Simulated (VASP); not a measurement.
**TaAs: single point with PBE**

TaAs:

```xyz
4
Lattice="3.4629 0.0000 0.0000 0.0000 3.4629 0.0000 1.7314 -1.7314 5.8673" Properties=species:S:1:pos:R:3 pbc="T T T"
Ta    3.4629    1.7314    5.8693
Ta    1.7314    1.7314    2.9357
As    3.4629    1.7314    0.9672
As    3.4629    0.0000    3.9009
```

```json
{
 "Program": "VASP 6.6.1",
 "Task": "single point",
 "Functional": "PBE",
 "Potentials or basis": "VASP PAW PBE potentials, release 64 (Ta_pv, As)",
 "Cutoff": "520 eV",
 "k mesh": "10 × 10 × 6",
 "Occupations": "gaussian, width 0.1 eV",
 "Spin": "no spin polarisation",
 "Dipole correction": "no",
 "Further INCAR settings": "ALGO = Normal; EDIFF = 1e-06; NBANDS = 24; ISYM = 0"
}
```

```json
{"Pressure": "0.5 GPa", "Largest force": "0.006 eV/Å", "Band gap on the k mesh": "0.01 eV (least direct gap 0.02 eV)"}
```

Forces on the atoms (eV/Å):
```
Ta  -0.001 -0.001  0.005
Ta   0.001  0.001  0.005
As   0.000  0.000 -0.005
As   0.000  0.000 -0.005
```

Levels at points of the mesh, in eV from the valence-band top:
```
           k point  band 13  band 14  band 15  band 16  band 17  band 18  band 19  band 20
(0.00, 0.00, 0.00)    -2.29    -1.88    -1.61    -1.61     0.89     1.56     2.34     3.05
(0.50, 0.00, 0.00)    -2.41    -2.27    -1.52    -0.23     0.14     1.38     2.24     2.42
(0.00, 0.50, 0.00)    -2.41    -2.27    -1.52    -0.23     0.14     1.38     2.24     2.42
(0.50, 0.50, 0.00)    -3.14    -3.14    -1.11    -1.11     2.75     2.75     3.03     3.03
(0.00, 0.00, 0.50)    -2.74    -2.74    -0.94    -0.94     1.21     1.21     2.29     2.29
(0.50, 0.00, 0.50)    -2.41    -2.27    -1.52    -0.23     0.14     1.38     2.24     2.42
(0.00, 0.50, 0.50)    -2.41    -2.27    -1.52    -0.23     0.14     1.38     2.24     2.42
(0.50, 0.50, 0.50)    -3.14    -3.14    -1.11    -1.11     2.75     2.75     3.03     3.03
```

It took 6.9 min on 1 thread of AMD EPYC 7R13 Processor (Zen 3) (shared host), peak memory 0.51 GiB.

Caveat: spin-orbit coupling is left out, which moves the levels of the heavy elements. A k mesh can miss the band edges.
